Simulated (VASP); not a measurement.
A run of VASP 6.6.1 is set up as follows.

File POSCAR:

```
GaP
1.0
    0.0000000000      2.7258124900      2.7258124900
    2.7258124900      0.0000000000      2.7258124900
    2.7258124900      2.7258124900      0.0000000000
Ga P
1 1
Direct
    0.0000000000      0.0000000000      0.0000000000
    0.7500000000      0.7500000000      0.7500000000
```

Contents of INCAR.step1:

```
  ALGO = Normal
  EDIFF = 1E-4
  ENCUT = 600
  GGA = PE
  ISMEAR = 0
  LASPH = T
  LCHARG = F
  LREAL = F
  LWAVE = T
  NELM = 80
  PREC = Accurate
  SIGMA = 0.02
```

The input INCAR.step2:

```
  ALGO = Normal
  EDIFF = 1E-6
  EDIFFG = -0.005
  ENCUT = 600
  IBRION = 2
  ISIF = 3
  ISMEAR = 0
  ISTART = 1
  LASPH = T
  LCHARG = F
  LMIXTAU = T
  LREAL = F
  LWAVE = F
  METAGGA = R2SCAN
  NELM = 80
  NSW = 100
  PREC = Accurate
  SIGMA = 0.02
```

KPOINTS

```
k-points
0
Gamma
  8 8 8
```

Potentials or basis: VASP PAW PBE potentials, release 64 (Ga_d, P).

Launch:

```sh
$ cat potpaw_PBE.64/Ga_d/POTCAR potpaw_PBE.64/P/POTCAR > POTCAR
$ cp INCAR.step1 INCAR
$ mpirun -np 1 vasp_std > vasp.out
$ cp INCAR.step2 INCAR
$ mpirun -np 1 vasp_std > vasp.out
```

Problem. Estimate the relaxed cell.

Solution. a = 3.853 Å, b = 3.853 Å, c = 3.853 Å, α = 60.00°, β = 60.00°, γ = 60.00°.

Problem. Estimate the space group after relaxing (to 0.05 Å).

Solution. F-43m (No. 216).

Problem. What does it give for the relaxed volume?

Solution. 20.23 Å³/atom.

Final structure:
```
Ga P
1.0
     0.00000    2.72476    2.72476
     2.72476    0.00000    2.72476
     2.72476    2.72476    0.00000
Ga P
1 1
Direct
  0.00000 0.00000 0.00000
  0.75000 0.75000 0.75000
```

Caveat: the PAW data sets were made with another functional, which shifts forces and pressure a little.
